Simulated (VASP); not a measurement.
Set up this calculation in VASP 6.6.1, as the native input.

```yaml
Task: relaxation of cell and atoms
Functional: PBE
Potentials_or_basis: VASP PAW PBE potentials, release 64 (Cs_sv, P)
Cutoff: 600 eV
k_mesh: 6 × 6 × 4
Occupations: gaussian, width 0.1 eV
Spin: no spin polarisation
Dipole_correction: no
Further_INCAR_settings: ALGO = Normal; EDIFF = 1e-06; IBRION = 2; EDIFFG = -0.04; NSW = 90; ISIF = 3
```

The structure of CsP2 lies in POSCAR:

```
CsP2
1.0
    3.5562577759      0.0000000000      0.0000000000
    0.0000000000      3.5562577759      0.0000000000
    0.0000000000      0.0000000000      6.1988523144
Cs P
1 2
Direct
    0.0000000000      0.0000000000      0.0000000000
    0.5000000000      0.0000000000      0.5000000000
    0.0000000000      0.5000000000      0.5000000000
```

One way to write it, as run:

INCAR

```
SYSTEM = CsP2
ALGO     = Normal         ! electronic algorithm
EDIFF    = 1E-6           ! SCF threshold, eV
EDIFFG   = -0.04          ! ionic threshold
ENCUT    = 600            ! plane-wave cutoff, eV
GGA      = PE             ! functional
IBRION   = 2              ! ionic algorithm
ISIF     = 3              ! what is computed and relaxed
ISMEAR   = 0              ! smearing method
LASPH    = .TRUE.         ! aspherical terms in the spheres
LCHARG   = .FALSE.        ! write CHGCAR
LREAL    = .FALSE.        ! projectors in reciprocal space
LWAVE    = .FALSE.        ! write WAVECAR
NELM     = 100            ! most SCF steps
NSW      = 90             ! ionic steps
PREC     = Accurate       ! precision mode
SIGMA    = 0.1            ! smearing width, eV
```

KPOINTS

```
k-points
0
G
  6 6 4
  0 0 0
```

Potentials or basis: VASP PAW PBE potentials, release 64 (Cs_sv, P).

Run with:

```bash
$ cat potpaw_PBE.64/Cs_sv/POTCAR potpaw_PBE.64/P/POTCAR > POTCAR
$ mpirun -np 1 vasp_std > vasp.out
```

It gave:

```json
{
  "Relaxed volume": "25.73 Å³/atom",
  "Relaxed cell": "a = 3.528 Å, b = 3.528 Å, c = 6.201 Å, α = 90.00°, β = 90.00°, γ = 90.00°",
  "Space group after relaxing (to 0.05 Å)": "P4/mmm (No. 123)",
  "Energy gained by relaxing": "1.6 meV/atom",
  "Ionic steps": "2",
  "Pressure after relaxing": "-0.1 GPa"
}
```

Wall time 42 s on 1 thread of Intel Xeon 6975P-C, with other jobs on the host, peak memory 0.21 GiB.
